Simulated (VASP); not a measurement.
# SnO (Pmn2_1) in VASP: a series of runs

SnO is run at these levels: PBEsol; tasks: single point, relaxation of cell and atoms.

All numbers are computed with VASP 6.6.1; they aren't measurements. Logs are shortened: lines on timing, memory, paths and dates and some standing lists are left out, and cuts for length are marked.

## (1) The cell of the first run

It takes space group Pmn2_1 (No. 31, orthorhombic). Conventional cell: a = 3.325 Å, b = 5.728 Å, c = 3.857 Å, α = 90.00°, β = 90.00°, γ = 90.00°. Sn (site symmetry m) has 3 O at 2.13 to 2.15 Å within 2.8 Å. Within 2.9 Å of O (site symmetry m) lie 3 Sn at 2.13 to 2.15 Å and 4 O at 2.87 Å.

## (2) Single point, PBEsol

INCAR reads:

```
SYSTEM = SnO
PREC = Accurate
ENCUT = 520
EDIFF = 1E-7
ISMEAR = 0
SIGMA = 0.01
LREAL = .FALSE.
LASPH = .TRUE.
NELM = 100
ALGO = Normal
ISIF = 2
LWAVE = .FALSE.
LCHARG = .TRUE.
GGA = PS
LELF = .TRUE.
LVHAR = .TRUE.
NBANDS = 28
```

KPOINTS reads:

```
regular mesh
0
G
  5 3 4
  0 0 0
```

POSCAR reads:

```
SnO
1.0
    3.3254634657      0.0000000000      0.0000000000
    0.0000000000      5.7280366869      0.0000000000
    0.0000000000      0.0000000000      3.8570918984
Sn O
2 2
Direct
    0.0000000000      0.2333604982      0.5273199263
    0.5000000000      0.7666395018      0.0273199263
    0.0000000000      0.8851528581      0.7226810732
    0.5000000000      0.1148471419      0.2226810732
```

Potentials or basis: VASP PAW PBE potentials, release 64 (Sn_d, O).

Run with:

```sh
$ cat potpaw_PBE.64/Sn_d/POTCAR potpaw_PBE.64/O/POTCAR > POTCAR
$ mpirun -np 1 vasp_std > vasp.out
```

OUTCAR:

```text
SYSTEM = SnO
   PREC = Accurate
   ENCUT = 520
   EDIFF = 1E-7
   ISMEAR = 0
   LREAL = .FALSE.
   LASPH = .TRUE.
   NELM = 100
   ISIF = 2
   GGA = PS

 ion  position               nearest neighbor table
   1  0.000  0.233  0.527-   3 2.13   4 2.15   4 2.15   2 3.69   2 3.69   2 3.69   2 3.69
   2  0.500  0.767  0.027-   4 2.13   3 2.15   3 2.15   1 3.69   1 3.69   1 3.69   1 3.69
   3  0.000  0.885  0.723-   1 2.13   2 2.15   2 2.15
   4  0.500  0.115  0.223-   2 2.13   1 2.15   1 2.15

  LATTYP: Found a simple orthorhombic cell.
 ALAT       =     3.3254634657
 B/A-ratio  =     1.1598659670
 C/A-ratio  =     1.7224777075

  Lattice vectors:

 A1 = (  -3.3254634657,   0.0000000000,   0.0000000000)
 A2 = (   0.0000000000,   0.0000000000,   3.8570918984)
 A3 = (   0.0000000000,   5.7280366869,   0.0000000000)

Analysis of symmetry for initial positions (statically):
=====================================================================
 Subroutine PRICEL returns:
 Original cell was already a primitive cell.

 Routine SETGRP: Setting up the symmetry group for a
 simple orthorhombic supercell.

 Subroutine GETGRP returns: Found  4 space group operations
 (whereof  2 operations were pure point group operations)
 out of a pool of  8 trial point group operations.

The static configuration has the point symmetry C_1h.
 The point group associated with its full space group is C_2v.

Analysis of symmetry for dynamics (positions and initial velocities):
=====================================================================
 Subroutine PRICEL returns:
 Original cell was already a primitive cell.

 Routine SETGRP: Setting up the symmetry group for a
 simple orthorhombic supercell.

 Subroutine GETGRP returns: Found  4 space group operations
 (whereof  2 operations were pure point group operations)
 out of a pool of  8 trial point group operations.

The dynamic configuration has the point symmetry C_1h.
 The point group associated with its full space group is C_2v.

 Subroutine INISYM returns: Found  4 space group operations
 (whereof  2 operations are pure point group operations),
 and found     1 'primitive' translations

----------------------------------------------------------------------------------------

                                     Primitive cell

  volume of cell :      73.4713

  direct lattice vectors                    reciprocal lattice vectors
     3.325463466  0.000000000  0.000000000     0.300709964  0.000000000  0.000000000
     0.000000000  5.728036687  0.000000000     0.000000000  0.174579887  0.000000000
     0.000000000  0.000000000  3.857091898     0.000000000  0.000000000  0.259262685

  length of vectors
     3.325463466  5.728036687  3.857091898     0.300709964  0.174579887  0.259262685

  position of ions in fractional coordinates (direct lattice)
     0.000000000  0.233360498  0.527319926
     0.500000000  0.766639502  0.027319926
     0.000000000  0.885152858  0.722681073
     0.500000000  0.114847142  0.222681073

  ion indices of the primitive-cell ions
   primitive index   ion index
                 1           1
                 2           2
                 3           3
                 4           4

----------------------------------------------------------------------------------------

 KPOINTS: regular mesh

Automatic generation of k-mesh.
 Grid dimensions read from file:
 generate k-points for:    5    3    4

 Generating k-lattice:

  Cartesian coordinates                     Fractional coordinates (reciprocal lattice)
     0.060141993  0.000000000  0.000000000     0.200000000  0.000000000  0.000000000
     0.000000000  0.058193296  0.000000000     0.000000000  0.333333333  0.000000000
     0.000000000  0.000000000  0.064815671     0.000000000  0.000000000  0.250000000

  Length of vectors
     0.060141993  0.058193296  0.064815671

  Shift w.r.t. Gamma in fractional coordinates (k-lattice)
     0.000000000  0.000000000  0.000000000

 Subroutine IBZKPT returns following result:
 ===========================================

 Found     18 irreducible k-points:

 Following reciprocal coordinates:
            Coordinates               Weight
  0.000000  0.000000  0.000000      1.000000
  0.200000  0.000000  0.000000      2.000000
  0.400000  0.000000  0.000000      2.000000
  0.000000  0.333333  0.000000      2.000000
  0.200000  0.333333  0.000000      4.000000
  0.400000  0.333333  0.000000      4.000000
[... 10 lines left out ...]
  0.200000  0.333333  0.500000      4.000000
  0.400000  0.333333  0.500000      4.000000
   k-points           NKPTS =     18   k-points in BZ     NKDIM =     18   number of bands    NBANDS=     28
   number of dos      NEDOS =    301   number of ions     NIONS =      4
   total plane-waves  NPLWV =  40320
   dimension x,y,z NGX =    28 NGY =   48 NGZ =   30
   dimension x,y,z NGXF=    56 NGYF=   96 NGZF=   60
   ions per type =               2   2
   NGX,Y,Z   is equivalent  to a cutoff of  14.00, 13.93, 12.93 a.u.
   NGXF,Y,Z  is equivalent  to a cutoff of  28.00, 27.86, 25.86 a.u.
 SYSTEM =  SnO
   PREC   = accura    normal or accurate (medium, high low for compatibility)
   ISTART =      0    job   : 0-new  1-cont  2-samecut
   ICHARG =      2    charge: 1-file 2-atom 10-const
   ISPIN  =      1    spin polarized calculation?
   LNONCOLLINEAR =      F non collinear calculations
   LSORBIT =      F    spin-orbit coupling
   LASPH  =      T    aspherical Exc in radial PAW
   ENCUT  =  520.0 eV  38.22 Ry    6.18 a.u.   6.18 10.65  7.17*2*pi/ulx,y,z
   NELM   =    100;   NELMIN=  2; NELMDL= -5     # of ELM steps
   EDIFF  = 0.1E-06   stopping-criterion for ELM
   LREAL  =      F    real-space projection
   EDIFFG = 0.1E-05   stopping-criterion for IOM
   NSW    =      0    number of steps for IOM
   IBRION =     -1    ionic relax: 0-MD 1-quasi-New 2-CG
   NFREE  =      0    steps in history (QN), initial steepest desc. (CG)
   ISIF   =      2    stress and relaxation
   ISYM   =      2    0-nonsym 1-usesym 2-fastsym
   POTIM  = 0.5000    time-step for ionic-motion
   TEBEG  =    0.0;   TEEND  =   0.0 temperature during run
   PSTRESS=    0.0 pullay stress
   NELECT =      40.0000    total number of electrons
   NUPDOWN=      -1.0000    fix difference up-down
   EMIN   =  10.00;   EMAX   =-10.00  energy-range for DOS
   EFERMI =   0.00;   METHOD = LEGACY
   ISMEAR =     0;   SIGMA  =   0.01  broadening in eV -4-tet -1-fermi 0-gaus
   EFERMI_NEDOS =   21; number of points for ismear=-14 and -15
   IALGO  =     38    algorithm
   IMIX   =      4    mixing-type and parameters
     AMIX     =   0.40;   BMIX     =  1.00
     AMIX_MAG =   1.60;   BMIX_MAG =  1.00
  volume/ion in A,a.u.               =      18.37       123.95
  Fermi-wavevector in a.u.,A,eV,Ry     =   1.336766  2.526122 24.312853  1.786944
  Thomas-Fermi vector in A             =   2.465367
   LORBIT       =      0    0 simple, 1 ext, 2 COOP (PROOUT), +10 PAW based schemes
   GGA     = PS    functional components
   LHFCALC =     F    Hartree Fock is set to
   AEXX    =    0.0000 exact exchange contribution
   IVDW    =     0    specifies the selected vdW correction
   LEPSILON=     F    determine dielectric tensor
   LRPA    =     F    only Hartree local field effects (RPA)
 non-spin polarized calculation
 Gauss-broadening in eV      SIGMA  =   0.01
  energy-cutoff  :      520.00
  volume of cell :       73.47
 maximum number of plane-waves:      1988
 NGX is ok and might be reduce to    28
   NGX = 13   NGY = 21   NGZ = 15

 number of electron      40.0000005 magnetization

 Free energy of the ion-electron system (eV)
  ---------------------------------------------------
  ext. energy  EPLUGINS =         0.00000000
  ---------------------------------------------------
  free energy    TOTEN  =       -23.82980699 eV

  energy without entropy =      -23.82980699  energy(sigma->0) =      -23.82980699

 E-fermi :   5.7262     XC(G=0): -10.2564

 val. band max:        5.6810076656   @ k =   0.0000   0.0000   0.0000
 cond. band min:       7.1670355659   @ k =   0.4000   0.3333   0.0000
 fundamental gap:      1.4860279003
 Fermi energy:         5.7261840096

 k-point     1 :       0.0000    0.0000    0.0000
  band No.  band energies     occupation
      1     -15.5382      2.00000
      2     -15.1769      2.00000
      3     -15.0982      2.00000
      4     -15.0466      2.00000
      5     -15.0184      2.00000
      6     -15.0060      2.00000
[... 20 lines left out ...]
     27      14.8166      0.00000
     28      15.3371      0.00000

 k-point     2 :       0.2000    0.0000    0.0000
  band No.  band energies     occupation
      1     -15.5242      2.00000
      2     -15.2213      2.00000
      3     -15.0853      2.00000
      4     -15.0723      2.00000
      5     -15.0359      2.00000
      6     -15.0059      2.00000
[... 20 lines left out ...]
     27      14.7178      0.00000
     28      15.7132      0.00000

 k-point     3 :       0.4000    0.0000    0.0000
  band No.  band energies     occupation
      1     -15.5159      2.00000
      2     -15.4310      2.00000
      3     -15.0423      2.00000
      4     -15.0291      2.00000
      5     -15.0233      2.00000
      6     -15.0109      2.00000
[... 20 lines left out ...]
     27      15.0117      0.00000
     28      15.9847      0.00000

 k-point     4 :       0.0000    0.3333    0.0000
  band No.  band energies     occupation
      1     -15.5305      2.00000
      2     -15.1814      2.00000
      3     -15.0927      2.00000
      4     -15.0439      2.00000
      5     -15.0210      2.00000
      6     -15.0099      2.00000
[... 392 lines left out ...]
     27      16.0912      0.00000
     28      16.0912      0.00000

 k-point    17 :       0.2000    0.3333    0.5000
  band No.  band energies     occupation
      1     -15.4279      2.00000
      2     -15.4279      2.00000
      3     -15.0710      2.00000
      4     -15.0710      2.00000
      5     -15.0193      2.00000
      6     -15.0193      2.00000
[... 20 lines left out ...]
     27      15.7844      0.00000
     28      15.7844      0.00000

 k-point    18 :       0.4000    0.3333    0.5000
  band No.  band energies     occupation
      1     -15.5245      2.00000
      2     -15.5245      2.00000
      3     -15.0624      2.00000
      4     -15.0624      2.00000
      5     -14.9781      2.00000
      6     -14.9781      2.00000
[... 20 lines left out ...]
     27      15.3745      0.00000
     28      15.3745      0.00000

------------------------ aborting loop because EDIFF is reached ----------------------------------------

  FORCE on cell =-STRESS in cart. coord.  units (eV):
  Direction    XX          YY          ZZ          XY          YZ          ZX
  --------------------------------------------------------------------------------------
  -------------------------------------------------------------------------------------
  Total        0.1424600      0.1449200      0.0536872      0.0000000      0.0000000      0.0000000
  in kB        3.1066013      3.1602462      1.1707478      0.0000000      0.0000000      0.0000000
  external PRESSURE =       2.4791985 kB  Pullay stress =       0.0000000 kB

 VOLUME and BASIS-vectors are now :
 -----------------------------------------------------------------------------
  energy-cutoff  :      520.00
  volume of cell :       73.47
      direct lattice vectors                 reciprocal lattice vectors
     3.325463466  0.000000000  0.000000000     0.300709964  0.000000000  0.000000000
     0.000000000  5.728036687  0.000000000     0.000000000  0.174579887  0.000000000
     0.000000000  0.000000000  3.857091898     0.000000000  0.000000000  0.259262685

 POSITION                                       TOTAL-FORCE (eV/Angst)
 -----------------------------------------------------------------------------------
      0.00000      1.33670      2.03392         0.000000      0.080745      0.030010
      1.66273      4.39134      0.10538         0.000000     -0.080745      0.030010
      0.00000      5.07019      2.78745         0.000000      0.000161     -0.030010
      1.66273      0.65785      0.85890         0.000000     -0.000161     -0.030010
 -----------------------------------------------------------------------------------
    total drift:                                0.000000      0.000000     -0.000926

  FREE ENERGIE OF THE ION-ELECTRON SYSTEM (eV)
  ---------------------------------------------------
  free  energy   TOTEN  =       -23.8298069915 eV

  energy  without entropy=      -23.8298069915  energy(sigma->0) =      -23.82980699
```

It took 22 s on 1 thread of AMD EPYC 9R45 (Zen 5), shared host; peak memory 0.16 GiB.

Results:

| Property | Result |
| --- | --- |
| Free energy | -23.8298 eV |
| Pressure | 0.2 GPa |
| Largest force | 0.086 eV/Å |
| Band gap on the k mesh | 1.49 eV (least direct gap 2.17 eV) |

Forces in eV/Å, atoms in the order of the input:
```
Sn   0.000  0.081  0.030
Sn   0.000 -0.081  0.030
O    0.000  0.000 -0.030
O    0.000  0.000 -0.030
```

Stress tensor (GPa, compression positive):
```
0.31 0.00 0.00
0.00 0.32 0.00
0.00 0.00 0.12
```

Caveat: the PAW data sets were made with another functional, which shifts forces and pressure a little; spin-orbit coupling is left out, which moves the levels of the heavy elements. A k mesh can miss the band edges.

(Part 1 of 2 ends here.)
